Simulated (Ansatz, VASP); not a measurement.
**Two plane-wave programs on Ge**

Contents of POSCAR:

```
Ge
1.0
    2.7104700000      0.0000000000      0.0000000000
    0.0000000000      2.7104700000      0.0000000000
    0.0000000000      0.0000000000      2.7104700000
Ge
1
Direct
    0.0000000000      0.0000000000      0.0000000000
```

INCAR.step1

```
ALGO     = Normal         # electronic algorithm
EDIFF    = 1E-5           # SCF threshold, eV
ENCUT    = 600            # plane-wave cutoff, eV
GGA      = PE             # functional
ISMEAR   = -1             # smearing method
LASPH    = True           # aspherical terms in the spheres
LCHARG   = False          # write CHGCAR
LREAL    = False          # projectors in reciprocal space
LWAVE    = True           # write WAVECAR
NBANDS   = 13             # bands
NELM     = 60             # most SCF steps
PREC     = Accurate       # precision mode
SIGMA    = 0.05           # smearing width, eV
```

Contents of INCAR.step2:

```
AEXX     = 1.0            # exact-exchange fraction
AGGAC    = 0.0          
ALDAC    = 0.0          
ALGO     = Normal         # electronic algorithm
EDIFF    = 1E-6           # SCF threshold, eV
EDIFFG   = -0.01          # ionic threshold
ENCUT    = 600            # plane-wave cutoff, eV
GGA      = PE             # functional
IBRION   = 2              # ionic algorithm
ISIF     = 3              # what is computed and relaxed
ISMEAR   = -1             # smearing method
ISTART   = 1            
LASPH    = True           # aspherical terms in the spheres
LCHARG   = False          # write CHGCAR
LHFCALC  = True           # exact exchange
LREAL    = False          # projectors in reciprocal space
LWAVE    = False          # write WAVECAR
NELM     = 60             # most SCF steps
NSW      = 60             # ionic steps
PREC     = Accurate       # precision mode
PRECFOCK = Normal       
SIGMA    = 0.05           # smearing width, eV
```

Contents of KPOINTS:

```
k-points
0
Gamma
  5 5 5
```

File input:

```
crystal:
  lattice:
    - [2.71047, 0.0, 0.0]
    - [0.0, 2.71047, 0.0]
    - [0.0, 0.0, 2.71047]
  atoms:
    - { symbol: Ge, position: [0.0, 0.0, 0.0] }
hamiltonian:
  xc: hf
  pseudopotentials: { kind: paw }
kpoints:
  mp_grid: { grid: [5, 5, 5] }
scf:
  occupations: { method: fermi_dirac, width: 0.05 }
output:
  forces: true
  stress: true
  eigenvalues: true
  write_density: true
  write_potential: true
  elf: true
  volumetric_format: npy
relax:
  f_tol: 0.01
  max_steps: 40
  cell: { stress_tol: 0.05 }
```

Alike in both runs: task relaxation of cell and atoms; functional HF; k mesh 5 × 5 × 5; occupations fermi-dirac, width 0.05 eV; no spin polarisation.

|  | VASP | Ansatz |
| --- | --- | --- |
| version | VASP 6.6.1 | Ansatz 0.2.0 |
| potentials or method | VASP PAW PBE potentials, release 64 (Ge_d) | Ansatz PAW |
| plane-wave cutoff (eV) | 600 | 420 |
| valence electrons in the cell | 14 | 14 |

```csv
,VASP,Ansatz,Ansatz less VASP
"gap on the k mesh at the Fermi level, each at its own relaxed structure (eV)",none,none,-
relaxed volume (Å³/atom),20.92,21.09,+0.180
relaxed cell length with the largest relative difference (Å),2.755,2.763,+0.0079
```

VASP's potentials were made for PBE, not for HF. A gap of «none» marks a metal or a gap that the smearing closes.

The k mesh is coarse, so the values compare programs but aren't converged. Noted on Ansatz's run: the plane-wave basis is chosen anew once the cell has moved, so the energies of steps on either side of that aren't comparable.
